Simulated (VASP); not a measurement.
Input of a VASP 6.6.1 run:

File INCAR:

```
SYSTEM = SmF
PREC = Accurate
ENCUT = 600
EDIFF = 1E-6
ISMEAR = 0
SIGMA = 0.1
LREAL = .FALSE.
LASPH = .TRUE.
NELM = 200
ALGO = Normal
ISIF = 2
LWAVE = .FALSE.
LCHARG = .TRUE.
GGA = PE
LELF = .TRUE.
LVHAR = .TRUE.
NBANDS = 16
GGA_COMPAT = .FALSE.
LMAXMIX = 6
```

Contents of KPOINTS:

```
Automatic mesh
0
G
  6 6 4
  0 0 0
```

The input POSCAR:

```
SmF
1.0
    3.1071711100      0.0000000000      0.0000000000
   -1.5535855500      2.6908891100      0.0000000000
    0.0000000000      0.0000000000      4.7078350300
Sm F
1 1
Direct
    0.0000000000      0.0000000000      0.8658300000
    0.0000000000      0.0000000000      0.3568737100
```

Potentials or basis: VASP PAW PBE potentials, release 64 (Sm_3, F), 4f in core.

Run with:

```console
$ cat potpaw_PBE.64/Sm_3/POTCAR potpaw_PBE.64/F/POTCAR > POTCAR
$ mpirun -np 1 vasp_std > vasp.out
```

Problem. What does it give for the largest force?

Solution. 0.150 eV/Å.

Problem. What does it give for the pressure?

Solution. 8.3 GPa.

Stress tensor (GPa, compression positive):
```
 20.72   0.00   0.00
  0.00  20.72   0.00
  0.00   0.00 -16.39
```

Caveat: the k points lie up to 0.39 Å⁻¹ apart, too coarse for converged energies and pressures of a metal; spin-orbit coupling is left out, which moves the levels of the heavy elements; the 4f electrons are frozen in the core, so they carry no moment and show no levels; the run has no spin polarisation, though such a crystal can be magnetic. Spin polarisation is off, so any magnetic state and its effect on volume and gap are missing.
